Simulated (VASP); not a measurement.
Input of a VASP 6.6.1 run:

The input INCAR:

```
PREC = Accurate
ENCUT = 600
EDIFF = 1E-6
ISMEAR = 0
SIGMA = 0.1
LREAL = False
LASPH = True
NELM = 100
ALGO = Normal
ISIF = 3
LWAVE = False
LCHARG = False
GGA = PS
IBRION = 2
NSW = 100
EDIFFG = -0.05
```

File KPOINTS:

```
regular mesh
0
Gamma
  6 6 4
```

Contents of POSCAR:

```
MgAl2C2
1.0
    3.3770000000      0.0000000000      0.0000000000
   -1.6885000000      2.9245677886      0.0000000000
    0.0000000000      0.0000000000      5.8170000000
Mg Al C
1 2 2
Direct
    0.0000000000      0.0000000000      0.0000000000
    0.3333333333      0.6666666667      0.3773000000
    0.6666666667      0.3333333333      0.6227000000
    0.3333333333      0.6666666667      0.7346000000
    0.6666666667      0.3333333333      0.2654000000
```

Potentials or basis: VASP PAW PBE potentials, release 64 (Mg, Al, C).

Launch:

```bash
$ cat potpaw_PBE.64/Mg/POTCAR potpaw_PBE.64/Al/POTCAR potpaw_PBE.64/C/POTCAR > POTCAR
$ mpirun -np 1 vasp_std > vasp.out
```

Q: Predict the relaxed cell.

A: a = 3.374 Å, b = 3.374 Å, c = 5.775 Å, α = 90.00°, β = 90.00°, γ = 120.00°.

Q: What does it give for the space group after relaxing (to 0.05 Å)?

A: P-3m1 (No. 164).

Forces on the atoms (eV/Å):
```
Mg   0.000  0.000  0.000
Al   0.000  0.000 -0.017
Al   0.000  0.000  0.017
C    0.000  0.000  0.050
C    0.000  0.000 -0.050
```

Caveat: the PAW data sets were made with another functional, which shifts forces and pressure a little; the relaxation stopped at a loose force limit of 0.05 eV/Å, so its end isn't a converged minimum.
